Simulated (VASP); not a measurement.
Input of a VASP 6.6.1 run:

INCAR

```
PREC = Accurate ; ENCUT = 520
EDIFF = 1E-6 ; ISMEAR = 0
SIGMA = 0.1 ; LREAL = F
LASPH = T ; NELM = 60
ALGO = Normal ; ISIF = 2
LWAVE = F ; LCHARG = F
LDIPOL = T ; IDIPOL = 3
DIPOL = 0.5 0.5 0.289 ; GGA = PE
NBANDS = 74
```

KPOINTS

```
Automatic mesh
0
Gamma
  5 5 1
```

File POSCAR:

```
HPt6
1.0
    5.6143281343      0.0000000000      0.0000000000
    0.0000000000      5.6143281343      0.0000000000
    0.0000000000      0.0000000000     21.8513792319
Pt H
12 2
Direct
    0.2500000000      0.2500000000      0.1830548066
    0.2500000000      0.7500000000      0.1830548066
    0.7500000000      0.2500000000      0.1830548066
    0.7500000000      0.7500000000      0.1830548066
    0.0000000000      0.0000000000      0.2712126041
    0.0000000000      0.5000000000      0.2712126041
    0.5000000000      0.0000000000      0.2712126041
    0.5000000000      0.5000000000      0.2712126041
    0.2500000000      0.2500000000      0.3593081768
    0.2500000000      0.7500000000      0.3593081768
    0.7500000000      0.2500000000      0.3593081768
    0.7500000000      0.7500000000      0.3593081768
   -0.2360033059      0.0000000000      0.3945462271
    0.2360033059      0.0000000000      0.3945462271
```

Potentials or basis: VASP PAW PBE potentials, release 64 (Pt, H).

Run with:

```sh
$ cat potpaw_PBE.64/Pt/POTCAR potpaw_PBE.64/H/POTCAR > POTCAR
$ mpirun -np 1 vasp_std > vasp.out
```

Problem. Estimate the largest force.

Solution. 2.079 eV/Å.

Problem. Predict the band gap on the k mesh.

Solution. Zero (bands 61 and 62 overlap by 0.40 eV).

Forces in eV/Å, atoms in the order of the input:
```
Pt  -0.008  0.096 -0.053
Pt  -0.008 -0.096 -0.053
Pt   0.008  0.096 -0.053
Pt   0.008 -0.096 -0.053
Pt   0.000  0.000 -0.644
Pt   0.000  0.000 -0.188
Pt   0.000  0.000 -0.599
Pt   0.000  0.000 -0.144
Pt   0.081  1.831 -0.591
Pt   0.081 -1.831 -0.591
Pt  -0.081  1.831 -0.591
Pt  -0.081 -1.831 -0.591
H    0.115  0.000  2.076
H   -0.115  0.000  2.076
```

Caveat: spin-orbit coupling is left out, which moves the levels of the heavy elements.
